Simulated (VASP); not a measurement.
# PbO (F-43m) in VASP: single point with PBEsol

Aim: the single point of PbO with PBEsol.

Program: VASP 6.6.1. These are calculated values, not measurements. Logs are shortened: lines on timing, memory, paths and dates and some standing lists are left out, and cuts for length are marked.

### Step 1. The cell of the first run

The structure is cubic, space group F-43m (No. 216). Conventional cell: a = 5.404 Å, b = 5.404 Å, c = 5.404 Å, α = 90.00°, β = 90.00°, γ = 90.00°. Pb (site symmetry -43m) has 4 O at 2.34 Å within 3.1 Å. O (site symmetry -43m) has 4 Pb at 2.34 Å within 3.1 Å.

### Step 2. Single point, PBEsol

INCAR

```
PREC = Accurate ; ENCUT = 520
EDIFF = 1E-6 ; ISMEAR = 0
SIGMA = 0.1 ; LREAL = F
LASPH = T ; NELM = 100
ALGO = Normal ; ISIF = 2
LWAVE = F ; LCHARG = F
GGA = PS ; NBANDS = 17
ISYM = 0
```

KPOINTS

```
Automatic mesh
0
Gamma
  4 4 4
  0.25 0.25 0.25
```

POSCAR

```
PbO
1.0
    0.0000000000      2.7019920000      2.7019920000
    2.7019920000      0.0000000000      2.7019920000
    2.7019920000      2.7019920000      0.0000000000
Pb O
1 1
Direct
    0.0000000000      0.0000000000      0.0000000000
    0.7500000000      0.7500000000      0.7500000000
```

Potentials or basis: VASP PAW PBE potentials, release 64 (Pb_d, O).

On the command line:

```bash
$ cat potpaw_PBE.64/Pb_d/POTCAR potpaw_PBE.64/O/POTCAR > POTCAR
$ mpirun -np 1 vasp_std > vasp.out
```

OUTCAR:

```text
PREC = Accurate
   ENCUT = 520
   EDIFF = 1E-6
   ISMEAR = 0
   LREAL = F
   LASPH = T
   NELM = 100
   ISIF = 2
   GGA = PS
   ISYM = 0

 ion  position               nearest neighbor table
   1  0.000  0.000  0.000-   2 2.34   2 2.34   2 2.34   2 2.34
   2  0.750  0.750  0.750-   1 2.34   1 2.34   1 2.34   1 2.34

IMPORTANT INFORMATION: All symmetrisations will be switched off!
NOSYMM: (Re-)initialisation of all symmetry stuff for point group C_1.

----------------------------------------------------------------------------------------

                                     Primitive cell

  volume of cell :      39.4532

  direct lattice vectors                    reciprocal lattice vectors
     0.000000000  2.701992000  2.701992000    -0.185048660  0.185048660  0.185048660
     2.701992000  0.000000000  2.701992000     0.185048660 -0.185048660  0.185048660
     2.701992000  2.701992000  0.000000000     0.185048660  0.185048660 -0.185048660

  length of vectors
     3.821193732  3.821193732  3.821193732     0.320513682  0.320513682  0.320513682

  position of ions in fractional coordinates (direct lattice)
     0.000000000  0.000000000  0.000000000
     0.750000000  0.750000000  0.750000000

  ion indices of the primitive-cell ions
   primitive index   ion index
                 1           1
                 2           2

----------------------------------------------------------------------------------------

 KPOINTS: Automatic mesh

Automatic generation of k-mesh.
 Grid dimensions read from file:
 generate k-points for:    4    4    4

 Generating k-lattice:

  Cartesian coordinates                     Fractional coordinates (reciprocal lattice)
    -0.046262165  0.046262165  0.046262165     0.250000000  0.000000000  0.000000000
     0.046262165 -0.046262165  0.046262165     0.000000000  0.250000000  0.000000000
     0.046262165  0.046262165 -0.046262165     0.000000000  0.000000000  0.250000000

  Length of vectors
     0.080128420  0.080128420  0.080128420

  Shift w.r.t. Gamma in fractional coordinates (k-lattice)
     0.250000000  0.250000000  0.250000000

 Subroutine IBZKPT returns following result:
 ===========================================

 Found    256 irreducible k-points:

 Following reciprocal coordinates:
            Coordinates               Weight
  0.062500  0.062500  0.062500      2.000000
  0.062500  0.000000  0.000000      2.000000
  0.000000  0.000000 -0.062500      2.000000
  0.000000  0.062500  0.000000      2.000000
  0.312500  0.062500  0.062500      2.000000
  0.062500  0.312500  0.062500      2.000000
[... 16 lines left out ...]
  0.000000  0.500000 -0.062500      2.000000
  0.500000  0.000000 -0.062500      2.000000
 [... further k-points ...]
   k-points           NKPTS =    256   k-points in BZ     NKDIM =    256   number of bands    NBANDS=     17
   number of dos      NEDOS =    301   number of ions     NIONS =      2
   total plane-waves  NPLWV =  21952
   dimension x,y,z NGX =    28 NGY =   28 NGZ =   28
   dimension x,y,z NGXF=    56 NGYF=   56 NGZF=   56
   ions per type =               1   1
   NGX,Y,Z   is equivalent  to a cutoff of  12.18, 12.18, 12.18 a.u.
   NGXF,Y,Z  is equivalent  to a cutoff of  24.36, 24.36, 24.36 a.u.
 SYSTEM =  unknown system
   PREC   = accura    normal or accurate (medium, high low for compatibility)
   ISTART =      0    job   : 0-new  1-cont  2-samecut
   ICHARG =      2    charge: 1-file 2-atom 10-const
   ISPIN  =      1    spin polarized calculation?
   LNONCOLLINEAR =      F non collinear calculations
   LSORBIT =      F    spin-orbit coupling
   LASPH  =      T    aspherical Exc in radial PAW
   ENCUT  =  520.0 eV  38.22 Ry    6.18 a.u.   7.10  7.10  7.10*2*pi/ulx,y,z
   NELM   =    100;   NELMIN=  2; NELMDL= -5     # of ELM steps
   EDIFF  = 0.1E-05   stopping-criterion for ELM
   LREAL  =      F    real-space projection
   EDIFFG = 0.1E-04   stopping-criterion for IOM
   NSW    =      0    number of steps for IOM
   IBRION =     -1    ionic relax: 0-MD 1-quasi-New 2-CG
   NFREE  =      0    steps in history (QN), initial steepest desc. (CG)
   ISIF   =      2    stress and relaxation
   ISYM   =      0    0-nonsym 1-usesym 2-fastsym
   POTIM  = 0.5000    time-step for ionic-motion
   TEBEG  =    0.0;   TEEND  =   0.0 temperature during run
   PSTRESS=    0.0 pullay stress
   NELECT =      20.0000    total number of electrons
   NUPDOWN=      -1.0000    fix difference up-down
   EMIN   =  10.00;   EMAX   =-10.00  energy-range for DOS
   EFERMI =   0.00;   METHOD = LEGACY
   ISMEAR =     0;   SIGMA  =   0.10  broadening in eV -4-tet -1-fermi 0-gaus
   EFERMI_NEDOS =   21; number of points for ismear=-14 and -15
   IALGO  =     38    algorithm
   IMIX   =      4    mixing-type and parameters
     AMIX     =   0.40;   BMIX     =  1.00
     AMIX_MAG =   1.60;   BMIX_MAG =  1.00
  volume/ion in A,a.u.               =      19.73       133.12
  Fermi-wavevector in a.u.,A,eV,Ry     =   1.305341  2.466738 23.183186  1.703916
  Thomas-Fermi vector in A             =   2.436217
   LORBIT       =      0    0 simple, 1 ext, 2 COOP (PROOUT), +10 PAW based schemes
   GGA     = PS    functional components
   LHFCALC =     F    Hartree Fock is set to
   AEXX    =    0.0000 exact exchange contribution
   IVDW    =     0    specifies the selected vdW correction
   LEPSILON=     F    determine dielectric tensor
   LRPA    =     F    only Hartree local field effects (RPA)
 non-spin polarized calculation
 Gauss-broadening in eV      SIGMA  =   0.10
  energy-cutoff  :      520.00
  volume of cell :       39.45
 maximum number of plane-waves:      1071
   NGX = 15   NGY = 15   NGZ = 15

 number of electron      19.9999992 magnetization

 Free energy of the ion-electron system (eV)
  ---------------------------------------------------
  ext. energy  EPLUGINS =         0.00000000
  ---------------------------------------------------
  free energy    TOTEN  =       -10.87298809 eV

  energy without entropy =      -10.87222850  energy(sigma->0) =      -10.87260829

 E-fermi :   5.9106     XC(G=0): -10.1205

 val. band max:        5.7498119205   @ k =   0.5000  -0.1875   0.2500
 cond. band min:       6.0517275092   @ k =   0.0625  -0.4375  -0.4375
 fundamental gap:      0.3019155887
 Fermi energy:         5.9105985172

 k-point     1 :       0.0625    0.0625    0.0625
  band No.  band energies     occupation
      1     -12.7358      2.00000
      2     -10.7508      2.00000
      3     -10.7508      2.00000
      4     -10.7307      2.00000
      5     -10.5864      2.00000
      6     -10.5864      2.00000
[... 9 lines left out ...]
     16      17.9019      0.00000
     17      17.9019      0.00000

 k-point     2 :       0.0625    0.0000    0.0000
  band No.  band energies     occupation
      1     -12.7358      2.00000
      2     -10.7508      2.00000
      3     -10.7508      2.00000
      4     -10.7307      2.00000
      5     -10.5864      2.00000
      6     -10.5864      2.00000
[... 9 lines left out ...]
     16      17.9019      0.00000
     17      17.9019      0.00000

 k-point     3 :       0.0000    0.0000   -0.0625
  band No.  band energies     occupation
      1     -12.7358      2.00000
      2     -10.7508      2.00000
      3     -10.7508      2.00000
      4     -10.7307      2.00000
      5     -10.5864      2.00000
      6     -10.5864      2.00000
[... 9 lines left out ...]
     16      17.9019      0.00000
     17      17.9019      0.00000

 k-point     4 :       0.0000    0.0625    0.0000
  band No.  band energies     occupation
      1     -12.7358      2.00000
      2     -10.7508      2.00000
      3     -10.7508      2.00000
      4     -10.7307      2.00000
      5     -10.5864      2.00000
      6     -10.5864      2.00000
[... 9 lines left out ...]
     16      17.9019      0.00000
     17      17.9019      0.00000

 k-point     5 :       0.3125    0.0625    0.0625
  band No.  band energies     occupation
      1     -12.7419      2.00000
      2     -10.7107      2.00000
      3     -10.7087      2.00000
      4     -10.5827      2.00000
      5     -10.5666      2.00000
      6     -10.3162      2.00000
[... 9 lines left out ...]
     16      17.6429      0.00000
     17      19.6487      0.00000

 k-point     6 :       0.0625    0.3125    0.0625
  band No.  band energies     occupation
      1     -12.7419      2.00000
      2     -10.7107      2.00000
      3     -10.7087      2.00000
      4     -10.5827      2.00000
      5     -10.5666      2.00000
      6     -10.3162      2.00000
[... 9 lines left out ...]
     16      17.6429      0.00000
     17      19.6487      0.00000
[... 281 lines left out ...]
 k-point    21 :      -0.4375    0.5000    0.5000
  band No.  band energies     occupation
      1     -12.7661      2.00000
      2     -10.7070      2.00000
      3     -10.7014      2.00000
      4     -10.5416      2.00000
      5     -10.5339      2.00000
      6      -9.8950      2.00000
[... 9 lines left out ...]
     16      18.1152      0.00000
     17      19.6259      0.00000

 k-point    22 :       0.0625    0.5000    0.0000
  band No.  band energies     occupation
      1     -12.7661      2.00000
      2     -10.7070      2.00000
      3     -10.7014      2.00000
      4     -10.5416      2.00000
      5     -10.5339      2.00000
      6      -9.8950      2.00000
[... 9 lines left out ...]
     16      18.1151      0.00000
     17      19.6259      0.00000

 k-point    23 :       0.0000    0.5000   -0.0625
  band No.  band energies     occupation
      1     -12.7661      2.00000
      2     -10.7070      2.00000
      3     -10.7014      2.00000
      4     -10.5416      2.00000
      5     -10.5339      2.00000
      6      -9.8950      2.00000
[... 9 lines left out ...]
     16      18.1151      0.00000
     17      19.6259      0.00000

 k-point    24 :       0.5000    0.0000   -0.0625
  band No.  band energies     occupation
      1     -12.7661      2.00000
      2     -10.7070      2.00000
      3     -10.7014      2.00000
      4     -10.5416      2.00000
      5     -10.5339      2.00000
      6      -9.8950      2.00000
[... 9 lines left out ...]
     16      18.1151      0.00000
     17      19.6259      0.00000

 [... further k-points ...]

------------------------ aborting loop because EDIFF is reached ----------------------------------------

  FORCE on cell =-STRESS in cart. coord.  units (eV):
  Direction    XX          YY          ZZ          XY          YZ          ZX
  --------------------------------------------------------------------------------------
  -------------------------------------------------------------------------------------
  Total        1.8961728      1.8961699      1.8961708      0.0000113      0.0000090      0.0000136
  in kB       77.0027656     77.0026482     77.0026824      0.0004579      0.0003669      0.0005511
  external PRESSURE =      77.0026987 kB  Pullay stress =       0.0000000 kB

 VOLUME and BASIS-vectors are now :
 -----------------------------------------------------------------------------
  energy-cutoff  :      520.00
  volume of cell :       39.45
      direct lattice vectors                 reciprocal lattice vectors
     0.000000000  2.701992000  2.701992000    -0.185048660  0.185048660  0.185048660
     2.701992000  0.000000000  2.701992000     0.185048660 -0.185048660  0.185048660
     2.701992000  2.701992000  0.000000000     0.185048660  0.185048660 -0.185048660

 POSITION                                       TOTAL-FORCE (eV/Angst)
 -----------------------------------------------------------------------------------
      0.00000      0.00000      0.00000         0.000006      0.000008      0.000008
      4.05299      4.05299      4.05299        -0.000006     -0.000008     -0.000008
 -----------------------------------------------------------------------------------
    total drift:                               -0.000008      0.000002     -0.000008

  FREE ENERGIE OF THE ION-ELECTRON SYSTEM (eV)
  ---------------------------------------------------
  free  energy   TOTEN  =       -10.8729880855 eV

  energy  without entropy=      -10.8722284981  energy(sigma->0) =      -10.87260829
```

Run time: 3 min. Hardware: 1 thread of AMD EPYC 7R43 (Zen 3), shared host; peak memory 0.25 GiB.

Results:

```yaml
Free_energy: -10.8730 eV
Pressure: 7.7 GPa
Band_gap_on_the_k_mesh: 0.30 eV, indirect (least direct gap 0.49 eV)
```

Caveat: the PAW data sets were made with another functional, which shifts forces and pressure a little; spin-orbit coupling is left out, which moves the levels of the heavy elements.
